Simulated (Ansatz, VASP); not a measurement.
One calculation of TiAl3, two programs

```
Ti Al
1.0
    -1.84577    1.84577    4.65632
     1.84577   -1.84577    4.65632
     1.84577    1.84577   -4.65632
Ti Al
1 3
Direct
  0.00000 0.00000 0.00000
  0.50000 0.50000 0.00000
  0.75000 0.25000 0.50000
  0.25000 0.75000 0.50000
```

Change from the starting cell: strain -0.040 along x and y, +0.080 along z, atoms carried along.

Alike in both runs: task single point; functional PBE; k mesh 18 × 18 × 18; occupations gaussian, width 0.15 eV; no spin polarisation.

|  | VASP | Ansatz |
| --- | --- | --- |
| version | VASP 6.6.1 | Ansatz 0.2.0 |
| potentials or method | VASP PAW PBE potentials, release 64 (Ti_sv, Al), cutoff 500 eV | scalar-relativistic, plane waves, PAW |
| valence electrons in the cell | 21 | 21 |

```tsv
	VASP	Ansatz	Ansatz less VASP
gap on the k mesh at the Fermi level (eV)	none	none	-
pressure (GPa)	2.4	2.4	+0.02
traceless stress, the component that is largest in VASP (GPa)	-15.30	-15.30	0.000
```

A gap of «none» marks a metal or a gap that the smearing closes.
